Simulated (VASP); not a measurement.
The system is Cu.

```
Cu
1.0
     2.53076    0.00000    0.00000
    -1.26538    2.19171    0.00000
     0.00000    0.00000    8.26182
Cu
4
Direct
  0.00000 0.00000 0.00000
  0.33333 0.66667 0.25000
  0.00000 0.00000 0.50000
  0.66667 0.33333 0.75000
```

| Quantity | Value |
| --- | --- |
| Program | VASP 6.6.1 |
| Task | relaxation of cell and atoms |
| Functional | PBEsol |
| Dispersion | D3(BJ) |
| Potentials or basis | VASP PAW PBE potentials, release 64 (Cu) |
| Cutoff | 600 eV |
| k mesh | 11 × 11 × 3 |
| Occupations | methfessel-paxton, width 0.1 eV |
| Spin | no spin polarisation |

At the start: pressure -9.1 GPa; volume 11.46 Å³/atom.

Q: How do energy, volume and symmetry change on relaxing?

A: Over 4 steps the energy falls by 19.1 meV/atom and the volume is 10.84 Å³/atom (-5.4 %); space group P6_3/mmc (No. 194, to 0.05 Å).

The path:
```tsv
step	energy change (eV)	largest force (eV/Å)	pressure (GPa)	volume (Å³)
1	0.0000	0.0000	-9.10	45.83
2	-0.0338	0.0000	8.39	41.64
3	-0.0761	0.0000	0.03	43.34
4	-0.0763	0.0000	0.00	43.34
```

Final structure:
```cif
data_structure
_symmetry_space_group_name_H-M 'P 1'
_symmetry_Int_Tables_number 1
_cell_length_a 2.4793
_cell_length_b 2.4793
_cell_length_c 8.1416
_cell_angle_alpha 90.000
_cell_angle_beta 90.000
_cell_angle_gamma 120.000
_cell_volume 43.34
loop_
_atom_site_label
_atom_site_type_symbol
_atom_site_fract_x
_atom_site_fract_y
_atom_site_fract_z
_atom_site_occupancy
Cu1 Cu 0.00000 0.00000 0.00000 1
Cu2 Cu 0.33333 0.66667 0.25000 1
Cu3 Cu 0.00000 0.00000 0.50000 1
Cu4 Cu 0.66667 0.33333 0.75000 1
```

Caveat: the PAW data sets were made with another functional, which shifts forces and pressure a little; pairwise dispersion overbinds metals, which lowers pressure and volume.
